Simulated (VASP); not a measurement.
# Be (P6_3/mmc) in VASP: further runs

Be is run at these levels: PBE; tasks: single point.

Everything below comes from runs of VASP 6.6.1. Logs are shortened: lines on timing, memory, paths and dates and some standing lists are left out, and cuts for length are marked.

### Step 1. The cell of the first run

The structure is hexagonal, space group P6_3/mmc (No. 194). Conventional cell: a = 2.185 Å, b = 2.185 Å, c = 3.421 Å, α = 90.00°, β = 90.00°, γ = 120.00°. Within 2.8 Å of Be (site symmetry -6m2) lie 12 Be at 2.13 to 2.18 Å.

### Step 2. Single point, PBE (strain -0.050 along x and y, -0.050 along z)

The input, INCAR:

```
SYSTEM = Be
PREC     = Accurate       ! precision mode
ENCUT    = 520            ! plane-wave cutoff, eV
EDIFF    = 1E-6           ! SCF threshold, eV
ISMEAR   = 0              ! smearing method
SIGMA    = 0.15           ! smearing width, eV
LREAL    = .False.        ! projectors in reciprocal space
LASPH    = .True.         ! aspherical terms in the spheres
NELM     = 60             ! most SCF steps
ALGO     = Fast           ! electronic algorithm
ISIF     = 2              ! what is computed and relaxed
LWAVE    = .False.        ! write WAVECAR
LCHARG   = .False.        ! write CHGCAR
GGA      = PE             ! functional
NBANDS   = 9              ! bands
```

The input, KPOINTS:

```
regular mesh
0
Gamma
  24 24 14
  0 0 0
```

The input, POSCAR:

```
Be
1.0
    2.1845268857      0.0000000000      0.0000000000
   -1.0922634429      1.8918557782      0.0000000000
    0.0000000000      0.0000000000      3.4208550000
Be
2
Direct
    0.3333333333      0.6666666667      0.2500000000
    0.6666666667      0.3333333333      0.7500000000
```

Potentials or basis: VASP PAW PBE potentials, release 64 (Be).

Run with:

```bash
$ cat potpaw_PBE.64/Be/POTCAR > POTCAR
$ mpirun -np 1 vasp_std > vasp.out
```

OUTCAR:

```text
SYSTEM = Be
   PREC = Accurate
   ENCUT = 520
   EDIFF = 1E-6
   ISMEAR = 0
   LREAL = .False.
   LASPH = .True.
   NELM = 60
   ISIF = 2
   GGA = PE

 ion  position               nearest neighbor table
   1  0.333  0.667  0.250-   2 2.13   2 2.13   2 2.13   2 2.13   2 2.13   2 2.13
   2  0.667  0.333  0.750-   1 2.13   1 2.13   1 2.13   1 2.13   1 2.13   1 2.13

  LATTYP: Found a hexagonal cell.
 ALAT       =     2.1845268857
 C/A-ratio  =     1.5659477676

  Lattice vectors:

 A1 = (   2.1845268857,   0.0000000000,   0.0000000000)
 A2 = (  -1.0922634429,   1.8918557782,   0.0000000000)
 A3 = (   0.0000000000,   0.0000000000,   3.4208550000)

Analysis of symmetry for initial positions (statically):
=====================================================================
 Subroutine PRICEL returns:
 Original cell was already a primitive cell.

 Routine SETGRP: Setting up the symmetry group for a
 hexagonal supercell.

 Subroutine GETGRP returns: Found 24 space group operations
 (whereof 12 operations were pure point group operations)
 out of a pool of 24 trial point group operations.

The static configuration has the point symmetry D_3d.
 The point group associated with its full space group is D_6h.

Analysis of symmetry for dynamics (positions and initial velocities):
=====================================================================
 Subroutine PRICEL returns:
 Original cell was already a primitive cell.

 Routine SETGRP: Setting up the symmetry group for a
 hexagonal supercell.

 Subroutine GETGRP returns: Found 24 space group operations
 (whereof 12 operations were pure point group operations)
 out of a pool of 24 trial point group operations.

The dynamic configuration has the point symmetry D_3d.
 The point group associated with its full space group is D_6h.

 Subroutine INISYM returns: Found 24 space group operations
 (whereof 12 operations are pure point group operations),
 and found     1 'primitive' translations

----------------------------------------------------------------------------------------

                                     Primitive cell

  volume of cell :      14.1377

  direct lattice vectors                    reciprocal lattice vectors
     2.184526886  0.000000000  0.000000000     0.457765023  0.264290759  0.000000000
    -1.092263443  1.891855778  0.000000000     0.000000000  0.528581518  0.000000000
     0.000000000  0.000000000  3.420855000     0.000000000  0.000000000  0.292324580

  length of vectors
     2.184526886  2.184526886  3.420855000     0.528581518  0.528581518  0.292324580

  position of ions in fractional coordinates (direct lattice)
     0.333333333  0.666666667  0.250000000
     0.666666667  0.333333333  0.750000000

  ion indices of the primitive-cell ions
   primitive index   ion index
                 1           1
                 2           2

----------------------------------------------------------------------------------------

 KPOINTS: regular mesh

Automatic generation of k-mesh.
 Grid dimensions read from file:
 generate k-points for:   24   24   14

 Generating k-lattice:

  Cartesian coordinates                     Fractional coordinates (reciprocal lattice)
     0.019073543  0.011012115  0.000000000     0.041666667 -0.000000000  0.000000000
     0.000000000  0.022024230  0.000000000     0.000000000  0.041666667  0.000000000
     0.000000000  0.000000000  0.020880327     0.000000000  0.000000000  0.071428571

  Length of vectors
     0.022024230  0.022024230  0.020880327

  Shift w.r.t. Gamma in fractional coordinates (k-lattice)
     0.000000000  0.000000000  0.000000000

 Subroutine IBZKPT returns following result:
 ===========================================

 Found    488 irreducible k-points:

 Following reciprocal coordinates:
            Coordinates               Weight
  0.000000  0.000000  0.000000      1.000000
  0.041667  0.000000  0.000000      6.000000
  0.083333  0.000000  0.000000      6.000000
  0.125000  0.000000  0.000000      6.000000
  0.166667  0.000000  0.000000      6.000000
  0.208333  0.000000  0.000000      6.000000
[... 16 lines left out ...]
  0.416667  0.041667  0.000000     12.000000
  0.458333  0.041667  0.000000     12.000000
 [... further k-points ...]
   k-points           NKPTS =    488   k-points in BZ     NKDIM =    488   number of bands    NBANDS=      9
   number of dos      NEDOS =    301   number of ions     NIONS =      2
   total plane-waves  NPLWV =   7168
   dimension x,y,z NGX =    16 NGY =   16 NGZ =   28
   dimension x,y,z NGXF=    32 NGYF=   32 NGZF=   56
   ions per type =               2
   NGX,Y,Z   is equivalent  to a cutoff of  12.18, 12.18, 13.61 a.u.
   NGXF,Y,Z  is equivalent  to a cutoff of  24.35, 24.35, 27.21 a.u.
 SYSTEM =  Be
   PREC   = accura    normal or accurate (medium, high low for compatibility)
   ISTART =      0    job   : 0-new  1-cont  2-samecut
   ICHARG =      2    charge: 1-file 2-atom 10-const
   ISPIN  =      1    spin polarized calculation?
   LNONCOLLINEAR =      F non collinear calculations
   LSORBIT =      F    spin-orbit coupling
   LASPH  =      T    aspherical Exc in radial PAW
   ENCUT  =  520.0 eV  38.22 Ry    6.18 a.u.   4.06  4.06  6.36*2*pi/ulx,y,z
   NELM   =     60;   NELMIN=  2; NELMDL= -5     # of ELM steps
   EDIFF  = 0.1E-05   stopping-criterion for ELM
   LREAL  =      F    real-space projection
   EDIFFG = 0.1E-04   stopping-criterion for IOM
   NSW    =      0    number of steps for IOM
   IBRION =     -1    ionic relax: 0-MD 1-quasi-New 2-CG
   NFREE  =      0    steps in history (QN), initial steepest desc. (CG)
   ISIF   =      2    stress and relaxation
   ISYM   =      2    0-nonsym 1-usesym 2-fastsym
   POTIM  = 0.5000    time-step for ionic-motion
   TEBEG  =    0.0;   TEEND  =   0.0 temperature during run
   PSTRESS=    0.0 pullay stress
   NELECT =       4.0000    total number of electrons
   NUPDOWN=      -1.0000    fix difference up-down
   EMIN   =  10.00;   EMAX   =-10.00  energy-range for DOS
   EFERMI =   0.00;   METHOD = LEGACY
   ISMEAR =     0;   SIGMA  =   0.15  broadening in eV -4-tet -1-fermi 0-gaus
   EFERMI_NEDOS =   21; number of points for ismear=-14 and -15
   IALGO  =     68    algorithm
   IMIX   =      4    mixing-type and parameters
     AMIX     =   0.40;   BMIX     =  1.00
     AMIX_MAG =   1.60;   BMIX_MAG =  1.00
  volume/ion in A,a.u.               =       7.07        47.70
  Fermi-wavevector in a.u.,A,eV,Ry     =   1.074735  2.030955 15.715487  1.155056
  Thomas-Fermi vector in A             =   2.210572
   LORBIT       =      0    0 simple, 1 ext, 2 COOP (PROOUT), +10 PAW based schemes
   GGA     = PE    functional components
   LHFCALC =     F    Hartree Fock is set to
   AEXX    =    0.0000 exact exchange contribution
   IVDW    =     0    specifies the selected vdW correction
   LEPSILON=     F    determine dielectric tensor
   LRPA    =     F    only Hartree local field effects (RPA)
 non-spin polarized calculation
 RMM-DIIS sequential band-by-band and
 Gauss-broadening in eV      SIGMA  =   0.15
  energy-cutoff  :      520.00
  volume of cell :       14.14
 maximum number of plane-waves:       391
   NGX =  9   NGY =  9   NGZ = 13

 number of electron       4.0000000 magnetization

 Free energy of the ion-electron system (eV)
  ---------------------------------------------------
  ext. energy  EPLUGINS =         0.00000000
  ---------------------------------------------------
  free energy    TOTEN  =        -7.44971197 eV

  energy without entropy =       -7.44760289  energy(sigma->0) =       -7.44865743

 E-fermi :   7.9151     XC(G=0): -10.9793

 val. band max:        7.8899065661   @ k =   0.2917   0.2917   0.0714
 cond. band min:       7.9192416504   @ k =   0.2917   0.2917   0.0000
 fundamental gap:      0.0293350843
 Fermi energy:         7.9150801850

 k-point     1 :       0.0000    0.0000    0.0000
  band No.  band energies     occupation
      1      -3.9936      2.00000
      2       3.1784      2.00000
      3       9.5914      0.00000
      4      25.3166      0.00000
      5      25.3166      0.00000
      6      28.4250      0.00000
      7      28.4250      0.00000
      8      31.0073      0.00000
      9      36.9312      0.00000

 k-point     2 :       0.0417    0.0000    0.0000
  band No.  band energies     occupation
      1      -3.9420      2.00000
      2       3.2488      2.00000
      3       9.6008      0.00000
      4      24.8509      0.00000
      5      24.9392      0.00000
      6      28.4490      0.00000
      7      28.6571      0.00000
      8      30.8976      0.00000
      9      35.9462      0.00000

 k-point     3 :       0.0833    0.0000    0.0000
  band No.  band energies     occupation
      1      -3.7869      2.00000
      2       3.4599      2.00000
      3       9.6270      0.00000
      4      23.6338      0.00000
      5      24.0984      0.00000
      6      28.4866      0.00000
      7      29.0303      0.00000
      8      30.5362      0.00000
      9      34.3419      0.00000

 k-point     4 :       0.1250    0.0000    0.0000
  band No.  band energies     occupation
      1      -3.5282      2.00000
      2       3.8115      2.00000
      3       9.6627      0.00000
      4      21.9996      0.00000
      5      23.1244      0.00000
      6      28.4794      0.00000
      7      29.1818      0.00000
      8      29.8333      0.00000
      9      32.5416      0.00000
[... 205 lines left out ...]
 k-point    22 :       0.3750    0.0417    0.0000
  band No.  band energies     occupation
      1       0.6765      2.00000
      2       6.9809      2.00000
      3       9.4390      0.00000
      4      14.9172      0.00000
      5      17.9260      0.00000
      6      18.2454      0.00000
      7      21.3776      0.00000
      8      26.7422      0.00000
      9      29.9045      0.00000

 k-point    23 :       0.4167    0.0417    0.0000
  band No.  band energies     occupation
      1       1.6176      2.00000
      2       5.8433      2.00000
      3      10.6893      0.00000
      4      15.2001      0.00000
      5      16.5038      0.00000
      6      17.4224      0.00000
      7      20.5593      0.00000
      8      26.5360      0.00000
      9      29.9437      0.00000

 k-point    24 :       0.4583    0.0417    0.0000
  band No.  band energies     occupation
      1       2.4213      2.00000
      2       4.9208      2.00000
      3      11.7588      0.00000
      4      15.1856      0.00000
      5      15.5236      0.00000
      6      17.0246      0.00000
      7      20.1307      0.00000
      8      26.4311      0.00000
      9      29.9658      0.00000

 [... further k-points ...]

------------------------ aborting loop because EDIFF is reached ----------------------------------------

  FORCE on cell =-STRESS in cart. coord.  units (eV):
  Direction    XX          YY          ZZ          XY          YZ          ZX
  --------------------------------------------------------------------------------------
  -------------------------------------------------------------------------------------
  Total        1.3681887      1.3681887      1.7551358     -0.0000000     -0.0000000      0.0000000
  in kB      155.0516864    155.0516864    198.9029491     -0.0000000     -0.0000000      0.0000000
  external PRESSURE =     169.6687740 kB  Pullay stress =       0.0000000 kB

 VOLUME and BASIS-vectors are now :
 -----------------------------------------------------------------------------
  energy-cutoff  :      520.00
  volume of cell :       14.14
      direct lattice vectors                 reciprocal lattice vectors
     2.184526886  0.000000000  0.000000000     0.457765023  0.264290759  0.000000000
    -1.092263443  1.891855778  0.000000000     0.000000000  0.528581518  0.000000000
     0.000000000  0.000000000  3.420855000     0.000000000  0.000000000  0.292324580

 POSITION                                       TOTAL-FORCE (eV/Angst)
 -----------------------------------------------------------------------------------
     -0.00000      1.26124      0.85521         0.000000     -0.000000      0.000000
      1.09226      0.63062      2.56564        -0.000000      0.000000      0.000000
 -----------------------------------------------------------------------------------
    total drift:                                0.000000     -0.000000      0.000000

  FREE ENERGIE OF THE ION-ELECTRON SYSTEM (eV)
  ---------------------------------------------------
  free  energy   TOTEN  =        -7.4497119738 eV

  energy  without entropy=       -7.4476028929  energy(sigma->0) =       -7.44865743
```

It took 12 s on 1 thread of Intel Xeon 6975P-C (Granite Rapids), shared host; peak memory 0.15 GiB.

What came out:

* Free energy: -7.4497 eV
* Pressure: 17.0 GPa
* Band gap on the k mesh: zero (band 2 reaches 9.00 eV, above the bottom of band 3 at 6.77 eV)

Stress tensor (GPa, compression positive):
```
15.51  0.00  0.00
 0.00 15.51  0.00
 0.00  0.00 19.89
```

Caveat: the cell differs from its parent crystal (strain -0.050 along x and y, -0.050 along z).

### Step 3. Single point, PBE (strain -0.050 along x and y, -0.025 along z)

The input, INCAR:

```
SYSTEM = Be
PREC = Accurate
ENCUT = 520
EDIFF = 1E-6
ISMEAR = 0
SIGMA = 0.15
LREAL = .False.
LASPH = .True.
NELM = 60
ALGO = Normal
ISIF = 2
LWAVE = .False.
LCHARG = .False.
GGA = PE
NBANDS = 9
```

KPOINTS is that of step 2.

Edit POSCAR of step 2 so:

```diff
@@ -4,3 +4,3 @@
    -1.0922634429      1.8918557782      0.0000000000
-    0.0000000000      0.0000000000      3.4208550000
+    0.0000000000      0.0000000000      3.5108775000
 Be
```

Potentials or basis: VASP PAW PBE potentials, release 64 (Be).

Run with:

```bash
$ cat potpaw_PBE.64/Be/POTCAR > POTCAR
$ mpirun -np 1 vasp_std > vasp.out
```

Run time: 12 s. Hardware: 1 thread of Intel Xeon 6975P-C (Granite Rapids), shared host; peak memory 0.15 GiB.

It converged, with:

| Quantity | Value |
| --- | --- |
| Free energy | -7.4810 eV |
| Pressure | 12.3 GPa |
| Band gap on the k mesh | zero (band 2 reaches 8.75 eV, above the bottom of band 3 at 6.68 eV) |

Stress tensor (GPa, compression positive):
```
14.73  0.00  0.00
 0.00 14.73  0.00
 0.00  0.00  7.35
```

Levels at points of the mesh, in eV from the Fermi level:
```
           k point  band 1  band 2  band 3  band 4  band 5  band 6
(0.00, 0.00, 0.00)  -11.88   -5.01    1.01   17.51   17.51   20.42
(0.50, 0.00, 0.00)   -5.31   -3.18    3.77    6.68    7.06   10.34
(0.00, 0.00, 0.50)   -9.70   -9.70   10.77   10.77   19.19   19.19
(0.50, 0.00, 0.50)   -3.90   -3.90    1.87    1.87   13.03   13.03
```

Caveat: the cell differs from its parent crystal (strain -0.050 along x and y, -0.025 along z).

### Step 4. Single point, PBE (strain -0.050 along x and y, +0.000 along z)

The input, INCAR:

```
  ALGO = Fast
  EDIFF = 1E-7
  ENCUT = 520
  GGA = PE
  ISIF = 2
  ISMEAR = 0
  LASPH = T
  LCHARG = F
  LREAL = F
  LWAVE = F
  NBANDS = 9
  NELM = 100
  PREC = Accurate
  SIGMA = 0.15
```

The input, KPOINTS:

```
k-points
0
Gamma
  24 24 14
```

Edit POSCAR of step 3 so:

```diff
@@ -4,3 +4,3 @@
    -1.0922634429      1.8918557782      0.0000000000
-    0.0000000000      0.0000000000      3.5108775000
+    0.0000000000      0.0000000000      3.6009000000
 Be
```

Run with:

```bash
$ cat potpaw_PBE.64/Be/POTCAR > POTCAR
$ mpirun -np 1 vasp_std > vasp.out
```

Run time: 16 s. Hardware: 1 thread of Intel Xeon 6975P-C (Granite Rapids), shared host; peak memory 0.16 GiB.

It converged, with:

* Free energy: -7.4853 eV
* Pressure: 8.2 GPa
* Band gap on the k mesh: zero (band 2 reaches 8.48 eV, above the bottom of band 3 at 6.61 eV)

Stress tensor (GPa, compression positive):
```
14.01  0.00  0.00
 0.00 14.01  0.00
 0.00  0.00 -3.31
```

Levels at points of the mesh, in eV from the Fermi level:
| k point | band 1 | band 2 | band 3 | band 4 | band 5 | band 6 |
| --- | --- | --- | --- | --- | --- | --- |
| (0.00, 0.00, 0.00) | -11.82 | -5.22 | 0.41 | 17.62 | 17.62 | 20.33 |
| (0.50, 0.00, 0.00) | -5.21 | -3.15 | 3.59 | 6.41 | 6.52 | 10.20 |
| (0.00, 0.00, 0.50) | -9.74 | -9.74 | 9.72 | 9.72 | 19.16 | 19.16 |
| (0.50, 0.00, 0.50) | -3.87 | -3.87 | 1.79 | 1.79 | 13.01 | 13.01 |

Caveat: the cell differs from its parent crystal (strain -0.050 along x and y, +0.000 along z).

### Step 5. Overview

```csv
cell,gap on the mesh (eV),pressure (GPa)
"a = 2.185, b = 2.185, c = 3.421 Å, angles 90.0, 90.0, 120.0°, 2 atoms",none,17.0
"a = 2.185, b = 2.185, c = 3.511 Å, angles 90.0, 90.0, 120.0°, 2 atoms",none,12.3
"a = 2.185, b = 2.185, c = 3.601 Å, angles 90.0, 90.0, 120.0°, 2 atoms",none,8.2
```

Alike in all rows: task single point; level PBE; potentials or basis VASP PAW PBE potentials, release 64 (Be); no spin polarisation; k mesh 24 × 24 × 14; cutoff (eV) 520; smearing gaussian 0.15 eV.

Total energies depend on the potentials used, so only differences within one code and one set of settings carry meaning.
